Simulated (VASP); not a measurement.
# Ga (C2/c) in VASP: a series of runs, part 2 of 2

VASP 6.6.1. Earlier steps stand in the parts before.

## Step 3: Single point, PBEsol

This run uses another cell than the first one, of 14.67 Å³/atom, 1.061 times its volume.

Input file INCAR:

```
SYSTEM = Ga
PREC = Accurate
ENCUT = 520
EDIFF = 1E-7
ISMEAR = -1
SIGMA = 0.05
LREAL = .False.
LASPH = .True.
NELM = 100
ALGO = Normal
ISIF = 2
LWAVE = .False.
LCHARG = .False.
GGA = PS
NBANDS = 20
```

Input file KPOINTS:

```
Automatic mesh
0
Gamma
  10 10 8
  0 0 0
```

Input file POSCAR:

```
Ga
1.0
    1.3018310886     -3.8360943470      0.0238882703
    1.3018310886      3.8360943470      0.0238882703
   -0.0530372709      0.0000000000      2.9361257393
Ga
2
Direct
    0.1338629866      0.8661370134      0.7500000000
    0.8661370134      0.1338629866      0.2500000000
```

Potentials or basis: VASP PAW PBE potentials, release 64 (Ga_d).

On the command line:

```console
$ cat potpaw_PBE.64/Ga_d/POTCAR > POTCAR
$ mpirun -np 1 vasp_std > vasp.out
```

OUTCAR:

```text
SYSTEM = Ga
   PREC = Accurate
   ENCUT = 520
   EDIFF = 1E-7
   ISMEAR = -1
   LREAL = .False.
   LASPH = .True.
   NELM = 100
   ISIF = 2
   GGA = PS

 ion  position               nearest neighbor table
   1  0.134  0.866  0.750-   2 2.52   2 2.52   2 2.65   2 2.65   2 2.65   2 2.65
   2  0.866  0.134  0.250-   1 2.52   1 2.52   1 2.65   1 2.65   1 2.65   1 2.65

  LATTYP: Found a base centered monoclinic cell.
 ALAT       =     2.6041004840
 B/A-ratio  =     2.9461953335
 C/A-ratio  =     1.1276848734
 COS(beta)  =    -0.0002859596

  Lattice vectors:

[... 191 lines left out ...]
      4      -7.4659      2.00000
      5      -7.0530      2.00000
      6      -7.0090      2.00000
[... 541 lines left out ...]
     19      19.0751      0.00000
     20      20.4410      0.00000

 [... further k-points ...]
[... 5 lines left out ...]
  --------------------------------------------------------------------------------------
  -------------------------------------------------------------------------------------
  Total        3.6945946      3.6820536      3.6762865      0.0000000      0.0000000     -0.0009581
  in kB      201.7831422    201.0982063    200.7832287      0.0000000      0.0000000     -0.0523258
  external PRESSURE =     201.2215257 kB  Pullay stress =       0.0000000 kB

 VOLUME and BASIS-vectors are now :
 -----------------------------------------------------------------------------
  energy-cutoff  :      520.00
  volume of cell :       29.34
      direct lattice vectors                 reciprocal lattice vectors
     1.301831089 -3.836094347  0.023888270     0.383947140 -0.130340903  0.006935503
     1.301831089  3.836094347  0.023888270     0.383947140  0.130340903  0.006935503
    -0.053037271  0.000000000  2.936125739    -0.006247575  0.000000000  0.340472015

 POSITION                                       TOTAL-FORCE (eV/Angst)
 -----------------------------------------------------------------------------------
      1.26205      2.80907      2.22598        -0.000000      0.002668      0.000000
      1.28857     -2.80907      0.75792         0.000000     -0.002668     -0.000000
 -----------------------------------------------------------------------------------
    total drift:                               -0.000000     -0.000000      0.000000

  FREE ENERGIE OF THE ION-ELECTRON SYSTEM (eV)
  ---------------------------------------------------
  free  energy   TOTEN  =        -6.3608713370 eV

  energy  without entropy=       -6.3563645888  energy(sigma->0) =       -6.35861796
```

OSZICAR:

```text
N       E                     dE             d eps       ncg     rms          rms(c)
DAV:   1     0.125684965600E+03    0.12568E+03   -0.12893E+04  9936   0.263E+03
DAV:   2     0.377192067733E+01   -0.12191E+03   -0.11860E+03  9320   0.381E+02
DAV:   3    -0.636956010981E+01   -0.10141E+02   -0.10092E+02 10100   0.925E+01
DAV:   4    -0.650278680117E+01   -0.13323E+00   -0.13315E+00 10424   0.115E+01
DAV:   5    -0.650507895178E+01   -0.22922E-02   -0.22920E-02 10372   0.146E+00    0.209E+00
DAV:   6    -0.638956640002E+01    0.11551E+00   -0.18365E-01 11476   0.879E+00    0.979E-01
DAV:   7    -0.636425302299E+01    0.25313E-01   -0.28850E-02 13368   0.278E+00    0.268E-01
DAV:   8    -0.636085546406E+01    0.33976E-02   -0.36723E-03 10336   0.913E-01    0.165E-02
DAV:   9    -0.636087028430E+01   -0.14820E-04   -0.12073E-04 10436   0.115E-01    0.874E-03
DAV:  10    -0.636087146452E+01   -0.11802E-05   -0.59287E-06 10496   0.352E-02    0.133E-03
DAV:  11    -0.636087134624E+01    0.11828E-06   -0.57173E-07 10320   0.128E-02    0.610E-04
DAV:  12    -0.636087133698E+01    0.92550E-08   -0.50211E-08  5944   0.358E-03
   1 F= -.63608713E+01 E0= -.63586180E+01  d E =-.450675E-02
```

stdout:

```text
POSCAR found type information on POSCAR Ga
 POSCAR found :  1 types and       2 ions
 scaLAPACK will be used
 -----------------------------------------------------------------------------
|                                                                             |
|                                                                             |
|     You enforced a specific xc type in the INCAR file but a different       |
|     I HOPE YOU KNOW WHAT YOU ARE DOING!                                     |
|                                                                             |
 -----------------------------------------------------------------------------

 LDA part: xc-table for (Slater+PW92), standard interpolation
 POSCAR, INCAR and KPOINTS ok, starting setup
 FFT: planning ... GRIDC
 FFT: planning ... GRID_SOFT
 FFT: planning ... GRID
 WAVECAR not read
 entering main loop
```

Run time: 64 s. Hardware: 1 thread of Intel Xeon 6975P-C (Granite Rapids), shared host; peak memory 0.23 GiB.

Results:

```yaml
Free_energy: -6.3609 eV
Pressure: 20.1 GPa
Band_gap_on_the_k_mesh: zero (band 13 reaches 13.72 eV, above the bottom of band 14 at 2.63 eV)
```

Forces in eV/Å, atoms in the order of the input:
```
Ga   0.000  0.003  0.000
Ga   0.000 -0.003  0.000
```

Caveat: the PAW data sets were made with another functional, which shifts forces and pressure a little.

## Step 4: Single point, PBEsol

This run uses another cell than the first one, of 15.88 Å³/atom, 1.149 times its volume.

Input file INCAR:

```
SYSTEM = Ga
ALGO = Normal ; EDIFF = 1E-7
ENCUT = 520 ; GGA = PS
ISIF = 2 ; ISMEAR = -1
LASPH = .True. ; LCHARG = .False.
LREAL = .False. ; LWAVE = .False.
NBANDS = 20 ; NELM = 60
PREC = Accurate ; SIGMA = 0.05
```

Input file KPOINTS:

```
k-points
0
Gamma
  10 10 8
  0 0 0
```

Input file POSCAR:

```
Ga
1.0
    1.3427755066     -3.8943929646      0.0033424031
    1.3427755066      3.8943929646      0.0033424031
   -0.1059838415      0.0000000000      3.0371811302
Ga
2
Direct
    0.1340966671      0.8659033329      0.7500000000
    0.8659033329      0.1340966671      0.2500000000
```

On the command line:

```console
$ cat potpaw_PBE.64/Ga_d/POTCAR > POTCAR
$ mpirun -np 1 vasp_std > vasp.out
```

Run time: 51 s. Hardware: 1 thread of Intel Xeon 6975P-C (Granite Rapids), shared host; peak memory 0.24 GiB.

It converged, with:

```yaml
Free_energy: -6.5844 eV
Pressure: 10.1 GPa
Band_gap_on_the_k_mesh: zero (band 13 reaches 12.34 eV, above the bottom of band 14 at 2.08 eV)
```

Forces on the atoms (eV/Å):
```
Ga   0.000  0.003  0.000
Ga   0.000 -0.003  0.000
```

Levels at points of the mesh, in eV from the Fermi level:
```csv
k point,band 11,band 12,band 13,band 14,band 15,band 16
"(0.00, 0.00, 0.00)",-12.69,-3.02,-1.59,2.70,6.69,9.53
"(0.50, 0.00, 0.00)",-6.91,-6.18,-2.21,-0.23,7.06,7.67
"(0.50, 0.50, 0.00)",-10.52,-9.64,5.12,6.17,7.28,7.68
"(0.00, 0.00, 0.50)",-8.42,-8.42,1.58,1.58,2.57,2.57
"(0.50, 0.00, 0.50)",-3.29,-3.01,-1.93,-1.50,1.65,2.22
"(0.50, 0.50, 0.50)",-6.24,-6.24,-5.14,-5.14,11.48,11.48
```

Caveat: the PAW data sets were made with another functional, which shifts forces and pressure a little.

## Step 5: Single point, PBEsol

This run uses another cell than the first one, of 16.73 Å³/atom, 1.210 times its volume.

Input file INCAR:

```
ALGO     = Normal         # electronic algorithm
EDIFF    = 1E-6           # SCF threshold, eV
ENCUT    = 520            # plane-wave cutoff, eV
GGA      = PS             # functional
ISIF     = 2              # what is computed and relaxed
ISMEAR   = -1             # smearing method
LASPH    = T              # aspherical terms in the spheres
LCHARG   = F              # write CHGCAR
LREAL    = F              # projectors in reciprocal space
LWAVE    = F              # write WAVECAR
NBANDS   = 20             # bands
NELM     = 60             # most SCF steps
PREC     = Accurate       # precision mode
SIGMA    = 0.05           # smearing width, eV
```

Input file KPOINTS:

```
k-points
0
Gamma
  10 10 8
```

Input file POSCAR:

```
Ga
1.0
    1.3697930157     -3.9491972394      0.0063048979
    1.3697930157      3.9491972394      0.0063048979
   -0.1011452588      0.0000000000      3.0916213845
Ga
2
Direct
    0.1344656057      0.8655343943      0.7500000000
    0.8655343943      0.1344656057      0.2500000000
```

On the command line:

```console
$ cat potpaw_PBE.64/Ga_d/POTCAR > POTCAR
$ mpirun -np 1 vasp_std > vasp.out
```

Wall time 51 s (1 thread of Intel Xeon 6975P-C (Granite Rapids), shared host); peak memory 0.24 GiB.

It converged, with:

* Free energy: -6.6629 eV
* Pressure: 4.9 GPa
* Band gap on the k mesh: zero (band 13 reaches 11.60 eV, above the bottom of band 14 at 1.80 eV)

Stress tensor (GPa, compression positive):
```
 4.93  0.00 -0.01
 0.00  4.92  0.00
-0.01  0.00  4.83
```

Levels at points of the mesh, in eV from the Fermi level:
```tsv
k point	band 9	band 10	band 11	band 12	band 13	band 14	band 15	band 16	band 17	band 18
(0.00, 0.00, 0.00)	-14.91	-14.74	-12.22	-2.76	-1.62	2.63	6.52	9.07	10.25	11.77
(0.50, 0.00, 0.00)	-14.81	-14.79	-6.78	-5.91	-2.05	-0.25	6.83	7.34	9.55	9.71
(0.50, 0.50, 0.00)	-14.86	-14.80	-10.13	-9.25	4.95	5.99	6.93	7.37	7.44	10.77
(0.00, 0.00, 0.50)	-14.82	-14.82	-8.13	-8.13	1.62	1.62	2.54	2.54	11.85	11.85
(0.50, 0.00, 0.50)	-14.78	-14.78	-3.15	-2.99	-1.87	-1.58	1.68	2.15	4.24	4.65
(0.50, 0.50, 0.50)	-14.90	-14.90	-6.09	-6.09	-4.85	-4.85	10.96	10.96	12.28	12.28
```

Caveat: the PAW data sets were made with another functional, which shifts forces and pressure a little.

## Step 6: Overview

```csv
cell,gap on the mesh (eV),pressure (GPa)
"a = 3.988, b = 3.988, c = 2.867 Å, angles 90.0, 90.0, 142.7°, 2 atoms",none,30.2
"a = 4.051, b = 4.051, c = 2.937 Å, angles 90.0, 90.0, 142.5°, 2 atoms",none,20.1
"a = 4.119, b = 4.119, c = 3.039 Å, angles 90.6, 90.6, 142.0°, 2 atoms",none,10.1
"a = 4.180, b = 4.180, c = 3.093 Å, angles 90.5, 90.5, 141.7°, 2 atoms",none,4.9
```

Alike in all rows: task single point; level PBEsol; potentials or basis VASP PAW PBE potentials, release 64 (Ga_d); no spin polarisation; k mesh 10 × 10 × 8; cutoff (eV) 520; smearing fermi-dirac 0.05 eV.

Caveats: the PAW data sets were made with another functional, which shifts forces and pressure a little.

Absolute energies hang on the potentials; compare differences alone.
